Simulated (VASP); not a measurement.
# W (Im-3m) in VASP: a series of runs

The runs below take W through single point, with LDA, PBE.

Everything below comes from runs of VASP 6.6.1. Logs are shortened: lines on timing, memory, paths and dates and some standing lists are left out, and cuts for length are marked.

**1. The cell of the first run**

The structure is cubic, space group Im-3m (No. 229). The conventional cell has a = 3.051 Å, b = 3.051 Å, c = 3.051 Å, α = 90.00°, β = 90.00°, γ = 90.00°. Within 3.5 Å of W (site symmetry m-3m) lie 14 W at 2.64 to 3.05 Å.

**2. Single point, LDA**

Contents of INCAR:

```
SYSTEM = W
PREC = Accurate
ENCUT = 520
EDIFF = 1E-6
ISMEAR = 0
SIGMA = 0.1
LREAL = .FALSE.
LASPH = .TRUE.
NELM = 80
ALGO = Normal
ISIF = 2
LWAVE = .FALSE.
LCHARG = .TRUE.
LELF = .TRUE.
LVHAR = .TRUE.
NBANDS = 13
```

Contents of KPOINTS:

```
Automatic mesh
0
G
  18 18 18
  0 0 0
```

Contents of POSCAR:

```
W
1.0
   -1.5253750488      1.5253750488      1.5253750488
    1.5253750488     -1.5253750488      1.5253750488
    1.5253750488      1.5253750488     -1.5253750488
W
1
Direct
    0.0000000000      0.0000000000      0.0000000000
```

Potentials or basis: VASP PAW LDA potentials, release 64 (W_sv).

The run is started by

```console
$ cat potpaw_LDA.64/W_sv/POTCAR > POTCAR
$ mpirun -np 1 vasp_std > vasp.out
```

OUTCAR:

```text
SYSTEM = W
   PREC = Accurate
   ENCUT = 520
   EDIFF = 1E-6
   ISMEAR = 0
   LREAL = .FALSE.
   LASPH = .TRUE.
   NELM = 80
   ISIF = 2

 ion  position               nearest neighbor table
   1  0.000  0.000  0.000-

  LATTYP: Found a body centered cubic cell.
 ALAT       =     3.0507500976

  Lattice vectors:

 A1 = (  -1.5253750488,   1.5253750488,   1.5253750488)
 A2 = (   1.5253750488,  -1.5253750488,   1.5253750488)
 A3 = (   1.5253750488,   1.5253750488,  -1.5253750488)

Analysis of symmetry for initial positions (statically):
=====================================================================
 Subroutine PRICEL returns:
 Original cell was already a primitive cell.

 Routine SETGRP: Setting up the symmetry group for a
 body centered cubic supercell.

 Subroutine GETGRP returns: Found 48 space group operations
 (whereof 48 operations were pure point group operations)
 out of a pool of 48 trial point group operations.

The static configuration has the point symmetry O_h .

Analysis of symmetry for dynamics (positions and initial velocities):
=====================================================================
 Subroutine PRICEL returns:
 Original cell was already a primitive cell.

 Routine SETGRP: Setting up the symmetry group for a
 body centered cubic supercell.

 Subroutine GETGRP returns: Found 48 space group operations
 (whereof 48 operations were pure point group operations)
 out of a pool of 48 trial point group operations.

The dynamic configuration has the point symmetry O_h .

 Subroutine INISYM returns: Found 48 space group operations
 (whereof 48 operations are pure point group operations),
 and found     1 'primitive' translations

----------------------------------------------------------------------------------------

                                     Primitive cell

  volume of cell :      14.1968

  direct lattice vectors                    reciprocal lattice vectors
    -1.525375049  1.525375049  1.525375049     0.000000000  0.327788238  0.327788238
     1.525375049 -1.525375049  1.525375049     0.327788238  0.000000000  0.327788238
     1.525375049  1.525375049 -1.525375049     0.327788238  0.327788238  0.000000000

  length of vectors
     2.642027085  2.642027085  2.642027085     0.463562572  0.463562572  0.463562572

  position of ions in fractional coordinates (direct lattice)
     0.000000000  0.000000000  0.000000000

  ion indices of the primitive-cell ions
   primitive index   ion index
                 1           1

----------------------------------------------------------------------------------------

 KPOINTS: Automatic mesh

Automatic generation of k-mesh.
 Grid dimensions read from file:
 generate k-points for:   18   18   18

 Generating k-lattice:

  Cartesian coordinates                     Fractional coordinates (reciprocal lattice)
     0.000000000  0.018210458  0.018210458     0.055555556  0.000000000  0.000000000
     0.018210458  0.000000000  0.018210458     0.000000000  0.055555556  0.000000000
     0.018210458  0.018210458  0.000000000     0.000000000  0.000000000  0.055555556

  Length of vectors
     0.025753476  0.025753476  0.025753476

  Shift w.r.t. Gamma in fractional coordinates (k-lattice)
     0.000000000  0.000000000  0.000000000

 Subroutine IBZKPT returns following result:
 ===========================================

 Found    195 irreducible k-points:

 Following reciprocal coordinates:
            Coordinates               Weight
  0.000000  0.000000  0.000000      1.000000
  0.055556  0.000000  0.000000     12.000000
  0.111111  0.000000  0.000000     12.000000
  0.166667  0.000000  0.000000     12.000000
  0.222222  0.000000  0.000000     12.000000
  0.277778  0.000000  0.000000     12.000000
[... 16 lines left out ...]
  0.333333  0.111111  0.000000     48.000000
  0.388889  0.111111 -0.000000     48.000000
 [... further k-points ...]
   k-points           NKPTS =    195   k-points in BZ     NKDIM =    195   number of bands    NBANDS=     13
   number of dos      NEDOS =    301   number of ions     NIONS =      1
   total plane-waves  NPLWV =   8000
   dimension x,y,z NGX =    20 NGY =   20 NGZ =   20
   dimension x,y,z NGXF=    40 NGYF=   40 NGZF=   40
   ions per type =               1
   NGX,Y,Z   is equivalent  to a cutoff of  12.58, 12.58, 12.58 a.u.
   NGXF,Y,Z  is equivalent  to a cutoff of  25.17, 25.17, 25.17 a.u.
 SYSTEM =  W
   PREC   = accura    normal or accurate (medium, high low for compatibility)
   ISTART =      0    job   : 0-new  1-cont  2-samecut
   ICHARG =      2    charge: 1-file 2-atom 10-const
   ISPIN  =      1    spin polarized calculation?
   LNONCOLLINEAR =      F non collinear calculations
   LSORBIT =      F    spin-orbit coupling
   LASPH  =      T    aspherical Exc in radial PAW
   ENCUT  =  520.0 eV  38.22 Ry    6.18 a.u.   4.91  4.91  4.91*2*pi/ulx,y,z
   NELM   =     80;   NELMIN=  2; NELMDL= -5     # of ELM steps
   EDIFF  = 0.1E-05   stopping-criterion for ELM
   LREAL  =      F    real-space projection
   EDIFFG = 0.1E-04   stopping-criterion for IOM
   NSW    =      0    number of steps for IOM
   IBRION =     -1    ionic relax: 0-MD 1-quasi-New 2-CG
   NFREE  =      0    steps in history (QN), initial steepest desc. (CG)
   ISIF   =      2    stress and relaxation
   ISYM   =      2    0-nonsym 1-usesym 2-fastsym
   POTIM  = 0.5000    time-step for ionic-motion
   TEBEG  =    0.0;   TEEND  =   0.0 temperature during run
   PSTRESS=    0.0 pullay stress
   NELECT =      14.0000    total number of electrons
   NUPDOWN=      -1.0000    fix difference up-down
   EMIN   =  10.00;   EMAX   =-10.00  energy-range for DOS
   EFERMI =   0.00;   METHOD = LEGACY
   ISMEAR =     0;   SIGMA  =   0.10  broadening in eV -4-tet -1-fermi 0-gaus
   EFERMI_NEDOS =   21; number of points for ismear=-14 and -15
   IALGO  =     38    algorithm
   IMIX   =      4    mixing-type and parameters
     AMIX     =   0.40;   BMIX     =  1.00
     AMIX_MAG =   1.60;   BMIX_MAG =  1.00
  volume/ion in A,a.u.               =      14.20        95.80
  Fermi-wavevector in a.u.,A,eV,Ry     =   1.629499  3.079307 36.127119  2.655268
  Thomas-Fermi vector in A             =   2.721955
   LORBIT       =      0    0 simple, 1 ext, 2 COOP (PROOUT), +10 PAW based schemes
   GGA     = CA    functional components
   LHFCALC =     F    Hartree Fock is set to
   AEXX    =    0.0000 exact exchange contribution
   IVDW    =     0    specifies the selected vdW correction
   LEPSILON=     F    determine dielectric tensor
   LRPA    =     F    only Hartree local field effects (RPA)
 non-spin polarized calculation
 Gauss-broadening in eV      SIGMA  =   0.10
  energy-cutoff  :      520.00
  volume of cell :       14.20
 maximum number of plane-waves:       394
   NGX =  9   NGY =  9   NGZ =  9

 number of electron      13.9999998 magnetization

 Free energy of the ion-electron system (eV)
  ---------------------------------------------------
  ext. energy  EPLUGINS =         0.00000000
  ---------------------------------------------------
  free energy    TOTEN  =       -13.96584948 eV

  energy without entropy =      -13.96189263  energy(sigma->0) =      -13.96387105

 E-fermi :  13.0093     XC(G=0): -14.4583

 val. band max:       12.9940785688   @ k =  -0.2222   0.2222   0.1111
 cond. band min:      13.0128930303   @ k =   0.1667   0.0000   0.0000
 fundamental gap:      0.0188144615
 Fermi energy:        13.0093000106

 k-point     1 :       0.0000    0.0000    0.0000
  band No.  band energies     occupation
      1     -60.6309      2.00000
      2     -24.2318      2.00000
      3     -24.2318      2.00000
      4     -24.2318      2.00000
      5       2.8769      2.00000
      6      11.5356      2.00000
      7      11.5356      2.00000
      8      11.5356      2.00000
      9      15.4561      0.00000
     10      15.4561      0.00000
     11      27.8034      0.00000
     12      27.8034      0.00000
     13      27.8034      0.00000

 k-point     2 :       0.0556    0.0000    0.0000
  band No.  band energies     occupation
      1     -60.6242      2.00000
      2     -24.2944      2.00000
      3     -24.2507      2.00000
      4     -24.2323      2.00000
      5       3.0504      2.00000
      6      11.4275      2.00000
      7      11.5126      2.00000
      8      11.7036      2.00000
      9      15.2736      0.00000
     10      15.4550      0.00000
     11      27.9587      0.00000
     12      28.0919      0.00000
     13      28.2633      0.00000

 k-point     3 :       0.1111    0.0000    0.0000
  band No.  band energies     occupation
      1     -60.6050      2.00000
      2     -24.4721      2.00000
      3     -24.3047      2.00000
      4     -24.2337      2.00000
      5       3.5469      2.00000
      6      11.1303      2.00000
      7      11.4121      2.00000
      8      12.2018      2.00000
      9      14.8942      0.00000
     10      15.4619      0.00000
     11      28.3614      0.00000
     12      28.9290      0.00000
     13      29.4525      0.00000
[... 305 lines left out ...]
 k-point    23 :       0.3333    0.1111    0.0000
  band No.  band energies     occupation
      1     -60.4253      2.00000
      2     -25.8599      2.00000
      3     -24.8211      2.00000
      4     -24.3288      2.00000
      5       6.6107      2.00000
      6       9.2006      2.00000
      7      11.8543      2.00000
      8      15.1808      0.00000
      9      16.5616      0.00000
     10      19.2655      0.00000
     11      26.2211      0.00000
     12      27.6045      0.00000
     13      32.7302      0.00000

 k-point    24 :       0.3889    0.1111   -0.0000
  band No.  band energies     occupation
      1     -60.4068      2.00000
      2     -25.9858      2.00000
      3     -24.8827      2.00000
      4     -24.3316      2.00000
      5       6.5196      2.00000
      6       9.0413      2.00000
      7      12.7220      1.99995
      8      15.2858      0.00000
      9      16.8684      0.00000
     10      20.4921      0.00000
     11      25.4894      0.00000
     12      26.3604      0.00000
     13      31.6294      0.00000

 [... further k-points ...]

------------------------ aborting loop because EDIFF is reached ----------------------------------------

  FORCE on cell =-STRESS in cart. coord.  units (eV):
  Direction    XX          YY          ZZ          XY          YZ          ZX
  --------------------------------------------------------------------------------------
  -------------------------------------------------------------------------------------
  Total        3.1353404      3.1353404      3.1353404      0.0000000      0.0000000     -0.0000000
  in kB      353.8387369    353.8387369    353.8387369      0.0000000      0.0000000     -0.0000000
  external PRESSURE =     353.8387369 kB  Pullay stress =       0.0000000 kB

 VOLUME and BASIS-vectors are now :
 -----------------------------------------------------------------------------
  energy-cutoff  :      520.00
  volume of cell :       14.20
      direct lattice vectors                 reciprocal lattice vectors
    -1.525375049  1.525375049  1.525375049     0.000000000  0.327788238  0.327788238
     1.525375049 -1.525375049  1.525375049     0.327788238  0.000000000  0.327788238
     1.525375049  1.525375049 -1.525375049     0.327788238  0.327788238  0.000000000

 POSITION                                       TOTAL-FORCE (eV/Angst)
 -----------------------------------------------------------------------------------
      0.00000      0.00000      0.00000         0.000000      0.000000     -0.000000
 -----------------------------------------------------------------------------------
    total drift:                                0.000000     -0.000000      0.000000

  FREE ENERGIE OF THE ION-ELECTRON SYSTEM (eV)
  ---------------------------------------------------
  free  energy   TOTEN  =       -13.9658494774 eV

  energy  without entropy=      -13.9618926269  energy(sigma->0) =      -13.96387105
```

Wall time 15 s (1 thread of AMD EPYC 9R45 (Zen 5), shared host); peak memory 0.11 GiB.

Results:

| Property | Result |
| --- | --- |
| Free energy | -13.9658 eV |
| Pressure | 35.4 GPa |
| Band gap on the k mesh | zero (band 7 reaches 19.00 eV, above the bottom of band 8 at 11.54 eV) |

Caveat: spin-orbit coupling is left out, which moves the levels of the heavy elements.

**3. Single point, PBE (volume scaled by 0.91)**

INCAR, as its differences from that of step 2:

```diff
@@ -9,3 +9,3 @@
 NELM = 80
-ALGO = Normal
+ALGO = Fast
 ISIF = 2
@@ -13,2 +13,3 @@
 LCHARG = .TRUE.
+GGA = PE
 LELF = .TRUE.
```

KPOINTS is that of step 2.

Contents of POSCAR:

```
W
1.0
   -1.5425155290      1.5425155290      1.5425155290
    1.5425155290     -1.5425155290      1.5425155290
    1.5425155290      1.5425155290     -1.5425155290
W
1
Direct
    0.0000000000      0.0000000000      0.0000000000
```

Potentials or basis: VASP PAW PBE potentials, release 64 (W_sv).

The run is started by

```console
$ cat potpaw_PBE.64/W_sv/POTCAR > POTCAR
$ mpirun -np 1 vasp_std > vasp.out
```

OUTCAR:

```text
SYSTEM = W
   PREC = Accurate
   ENCUT = 520
   EDIFF = 1E-6
   ISMEAR = 0
   LREAL = .FALSE.
   LASPH = .TRUE.
   NELM = 80
   ISIF = 2
   GGA = PE

 ion  position               nearest neighbor table
   1  0.000  0.000  0.000-

  LATTYP: Found a body centered cubic cell.
 ALAT       =     3.0850310580

  Lattice vectors:

 A1 = (  -1.5425155290,   1.5425155290,   1.5425155290)
 A2 = (   1.5425155290,  -1.5425155290,   1.5425155290)
 A3 = (   1.5425155290,   1.5425155290,  -1.5425155290)

Analysis of symmetry for initial positions (statically):
=====================================================================
 Subroutine PRICEL returns:
 Original cell was already a primitive cell.

 Routine SETGRP: Setting up the symmetry group for a
 body centered cubic supercell.

 Subroutine GETGRP returns: Found 48 space group operations
 (whereof 48 operations were pure point group operations)
 out of a pool of 48 trial point group operations.

The static configuration has the point symmetry O_h .

Analysis of symmetry for dynamics (positions and initial velocities):
=====================================================================
 Subroutine PRICEL returns:
 Original cell was already a primitive cell.

 Routine SETGRP: Setting up the symmetry group for a
 body centered cubic supercell.

 Subroutine GETGRP returns: Found 48 space group operations
 (whereof 48 operations were pure point group operations)
 out of a pool of 48 trial point group operations.

The dynamic configuration has the point symmetry O_h .

 Subroutine INISYM returns: Found 48 space group operations
[... 110 lines left out ...]
   ISMEAR =     0;   SIGMA  =   0.10  broadening in eV -4-tet -1-fermi 0-gaus
   EFERMI_NEDOS =   21; number of points for ismear=-14 and -15
   IALGO  =     68    algorithm
   IMIX   =      4    mixing-type and parameters
     AMIX     =   0.40;   BMIX     =  1.00
     AMIX_MAG =   1.60;   BMIX_MAG =  1.00
  volume/ion in A,a.u.               =      14.68        99.07
  Fermi-wavevector in a.u.,A,eV,Ry     =   1.611392  3.045090 35.328688  2.596585
  Thomas-Fermi vector in A             =   2.706790
   LORBIT       =      0    0 simple, 1 ext, 2 COOP (PROOUT), +10 PAW based schemes
   GGA     = PE    functional components
   LHFCALC =     F    Hartree Fock is set to
   AEXX    =    0.0000 exact exchange contribution
   IVDW    =     0    specifies the selected vdW correction
   LEPSILON=     F    determine dielectric tensor
   LRPA    =     F    only Hartree local field effects (RPA)
 non-spin polarized calculation
 RMM-DIIS sequential band-by-band and
 Gauss-broadening in eV      SIGMA  =   0.10
  energy-cutoff  :      520.00
  volume of cell :       14.68
 maximum number of plane-waves:       410
   NGX =  9   NGY =  9   NGZ =  9

 number of electron      13.9999996 magnetization

 Free energy of the ion-electron system (eV)
  ---------------------------------------------------
  ext. energy  EPLUGINS =         0.00000000
  ---------------------------------------------------
  free energy    TOTEN  =       -12.79703357 eV

  energy without entropy =      -12.79333124  energy(sigma->0) =      -12.79518241

 E-fermi :  12.5810     XC(G=0): -14.0813

 val. band max:       12.5801226174   @ k =  -0.2778   0.3333   0.2222
 cond. band min:      12.5839808562   @ k =   0.5000   0.5000   0.2222
 fundamental gap:      0.0038582388
 Fermi energy:        12.5810232941

 k-point     1 :       0.0000    0.0000    0.0000
  band No.  band energies     occupation
      1     -61.5049      2.00000
      2     -24.9346      2.00000
      3     -24.9346      2.00000
      4     -24.9346      2.00000
      5       2.5349      2.00000
      6      11.2213      2.00000
      7      11.2213      2.00000
      8      11.2213      2.00000
      9      15.0326      0.00000
     10      15.0326      0.00000
     11      27.2724      0.00000
     12      27.2724      0.00000
     13      27.2724      0.00000
[... 354 lines left out ...]
  band No.  band energies     occupation
      1     -61.3166      2.00000
      2     -26.4860      2.00000
      3     -25.5120      2.00000
      4     -25.0208      2.00000
      5       6.2900      2.00000
      6       8.8086      2.00000
      7      12.1340      2.00000
      8      14.8271      0.00000
      9      16.3321      0.00000
     10      19.7359      0.00000
     11      24.6109      0.00000
     12      25.6193      0.00000
     13      30.6175      0.00000

 [... further k-points ...]
[... 5 lines left out ...]
  --------------------------------------------------------------------------------------
  -------------------------------------------------------------------------------------
  Total        3.3062090      3.3062090      3.3062090     -0.0000000      0.0000000     -0.0000000
  in kB      360.8213743    360.8213743    360.8213743     -0.0000000      0.0000000     -0.0000000
  external PRESSURE =     360.8213743 kB  Pullay stress =       0.0000000 kB

 VOLUME and BASIS-vectors are now :
 -----------------------------------------------------------------------------
  energy-cutoff  :      520.00
  volume of cell :       14.68
      direct lattice vectors                 reciprocal lattice vectors
    -1.542515529  1.542515529  1.542515529     0.000000000  0.324145845  0.324145845
     1.542515529 -1.542515529  1.542515529     0.324145845  0.000000000  0.324145845
     1.542515529  1.542515529 -1.542515529     0.324145845  0.324145845  0.000000000

 POSITION                                       TOTAL-FORCE (eV/Angst)
 -----------------------------------------------------------------------------------
      0.00000      0.00000      0.00000         0.000000     -0.000000     -0.000000
 -----------------------------------------------------------------------------------
    total drift:                                0.000000     -0.000000      0.000000

  FREE ENERGIE OF THE ION-ELECTRON SYSTEM (eV)
  ---------------------------------------------------
  free  energy   TOTEN  =       -12.7970335742 eV

  energy  without entropy=      -12.7933312406  energy(sigma->0) =      -12.79518241
```

OSZICAR:

```text
N       E                     dE             d eps       ncg     rms          rms(c)
DAV:   1     0.835617317837E+02    0.83562E+02   -0.74424E+03  5149   0.124E+03
DAV:   2    -0.118175782560E+02   -0.95379E+02   -0.91596E+02  5675   0.317E+02
DAV:   3    -0.133454142455E+02   -0.15278E+01   -0.15213E+01  5575   0.389E+01
DAV:   4    -0.133509922633E+02   -0.55780E-02   -0.55779E-02  5525   0.259E+00
DAV:   5    -0.133510335308E+02   -0.41267E-04   -0.41269E-04  5695   0.208E-01    0.242E+01
RMM:   6    -0.129241488283E+02    0.42688E+00   -0.30898E-01  5441   0.534E+00    0.108E+01
RMM:   7    -0.127999904742E+02    0.12416E+00   -0.25001E-01  5488   0.483E+00    0.642E-01
RMM:   8    -0.127970690773E+02    0.29214E-02   -0.10411E-02  6312   0.118E+00    0.210E-01
RMM:   9    -0.127970318206E+02    0.37257E-04   -0.15609E-03  6089   0.492E-01    0.568E-02
RMM:  10    -0.127970443635E+02   -0.12543E-04   -0.21028E-04  6500   0.178E-01    0.339E-02
RMM:  11    -0.127970324164E+02    0.11947E-04   -0.62379E-05  6281   0.927E-02    0.108E-02
RMM:  12    -0.127970335464E+02   -0.11300E-05   -0.10315E-05  5879   0.400E-02    0.399E-03
RMM:  13    -0.127970335742E+02   -0.27739E-07   -0.14942E-06  4189   0.148E-02
   1 F= -.12797034E+02 E0= -.12795182E+02  d E =-.370233E-02
```

Wall time 20 s (1 thread of AMD EPYC 9R45 (Zen 5), shared host); peak memory 0.12 GiB.

Results:

```yaml
Free_energy: -12.7970 eV
Pressure: 36.1 GPa
Band_gap_on_the_k_mesh: zero (band 7 reaches 18.34 eV, above the bottom of band 8 at 11.22 eV)
```

Caveat: spin-orbit coupling is left out, which moves the levels of the heavy elements.

[end of part 1 of 3]
